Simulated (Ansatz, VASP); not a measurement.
Given: the input of a run of Ansatz 0.2.0 on NbTe.

The input input.yaml:

```yaml
crystal:
  lattice:
    - [3.7517033219, 0.0, 0.0]
    - [-1.8758516609, 3.2490703843, 0.0]
    - [0.0, 0.0, 3.7428246143]
  atoms:
    - { symbol: Te, position: [0.6666666667, 0.3333333333, 0.0] }
    - { symbol: Nb, position: [0.0, 0.0, 0.5] }
kpoints:
  mp_grid: { grid: [8, 8, 7] }
scf:
  occupations: { method: fermi_dirac, width: 0.05 }
hamiltonian:
  xc: lda
  pseudopotentials: { kind: all_electron, lapw: { basis_error: 0.001 } }
output:
  forces: true
  stress: true
  eigenvalues: true
```

Potentials or basis: all-electron LAPW, scalar-relativistic.

The run is started by

```console
$ ansatz run input.yaml --threads 1 --pin off --max-ram 3072MiB --backend cpu --events-out ev --progress --plain --runs-dir out
```

Set up the same calculation for VASP 6.6.1. Potentials there: VASP PAW LDA potentials, release 64 (Te, Nb_sv).

As run (the cutoff follows the program's own potentials):

INCAR

```
PREC = Accurate ; ENCUT = 520
EDIFF = 1E-6 ; ISMEAR = -1
SIGMA = 0.05 ; LREAL = False
LASPH = True ; NELM = 100
ALGO = Normal ; ISIF = 2
LWAVE = False ; LCHARG = False
GGA = CA ; NBANDS = 16
```

The input KPOINTS:

```
Automatic mesh
0
Gamma
  8 8 7
```

File POSCAR:

```
NbTe
1.0
    3.7517033219      0.0000000000      0.0000000000
   -1.8758516609      3.2490703843      0.0000000000
    0.0000000000      0.0000000000      3.7428246143
Te Nb
1 1
Direct
    0.6666666667      0.3333333333      0.0000000000
    0.0000000000      0.0000000000      0.5000000000
```

Potentials or basis: VASP PAW LDA potentials, release 64 (Te, Nb_sv).

Command:

```console
$ cat potpaw_LDA.64/Te/POTCAR potpaw_LDA.64/Nb_sv/POTCAR > POTCAR
$ mpirun -np 1 vasp_std > vasp.out
```

Both were run:

|  | VASP | Ansatz | Ansatz less VASP |
| --- | --- | --- | --- |
| gap on the k mesh at the Fermi level (eV) | none | none | - |
| pressure (GPa) | -11.3 | -11.3 | +0.04 |
| traceless stress, the component that is largest in VASP (GPa) | -1.26 | -1.23 | +0.035 |

LDA's correlation is that of Perdew and Zunger in VASP and of Perdew and Wang (1992) in Ansatz. A gap of «none» marks a metal or a gap that the smearing closes. Ansatz ran all-electron here, and VASP with PAW potentials.

Neither program's run includes spin-orbit coupling.
